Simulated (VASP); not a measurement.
Set up this calculation in VASP 6.6.1, as the native input.

| Item | Value |
| --- | --- |
| Task | single point |
| Functional | PBE |
| Potentials or basis | VASP PAW PBE potentials, release 64 (Si, O) |
| Cutoff | 520 eV |
| k mesh | 5 × 5 × 3 |
| Occupations | fermi-dirac, width 0.02 eV |
| Spin | no spin polarisation |
| Dipole correction | no |
| Further INCAR settings | ALGO = Normal; EDIFF = 1e-06; NBANDS = 44 |

The structure of SiO2 lies in POSCAR:

```
SiO2
1.0
    4.9930000000      0.0000000000      0.0000000000
    0.0000000000      4.9930000000      0.0000000000
    0.0000000000      0.0000000000      7.0050000000
Si O
4 8
Direct
    0.3024106559      0.3024106559      0.0000000000
    0.1975893441      0.8024106559      0.2500000000
    0.6975893441      0.6975893441      0.5000000000
    0.8024106559      0.1975893441      0.7500000000
    0.2377646197      0.1108936545      0.1819502258
    0.3891063455      0.7377646197      0.4319502258
    0.7622353803      0.8891063455      0.6819502258
    0.6108936545      0.2622353803      0.9319502258
    0.7377646197      0.3891063455      0.5680497742
    0.8891063455      0.7622353803      0.3180497742
    0.2622353803      0.6108936545      0.0680497742
    0.1108936545      0.2377646197      0.8180497742
```

These files were run (other wordings do the same):

INCAR

```
SYSTEM = SiO2
PREC = Accurate
ENCUT = 520
EDIFF = 1E-6
ISMEAR = -1
SIGMA = 0.02
LREAL = .FALSE.
LASPH = .TRUE.
NELM = 60
ALGO = Normal
ISIF = 2
LWAVE = .FALSE.
LCHARG = .TRUE.
GGA = PE
LELF = .TRUE.
LVHAR = .TRUE.
NBANDS = 44
```

KPOINTS

```
regular mesh
0
G
  5 5 3
  0 0 0
```

Potentials or basis: VASP PAW PBE potentials, release 64 (Si, O).

Command:

```bash
$ cat potpaw_PBE.64/Si/POTCAR potpaw_PBE.64/O/POTCAR > POTCAR
$ mpirun -np 1 vasp_std > vasp.out
```

Results of the run:

The pressure is 1.0 GPa, the largest force is 0.014 eV/Å and the band gap on the k mesh is 5.60 eV.

Caveat: an odd mesh through Γ misses points on the zone boundary, where band edges can lie.

It took 2.7 min on 1 thread of Intel Xeon 8259CL, with other jobs on the host, peak memory 0.3 GiB.
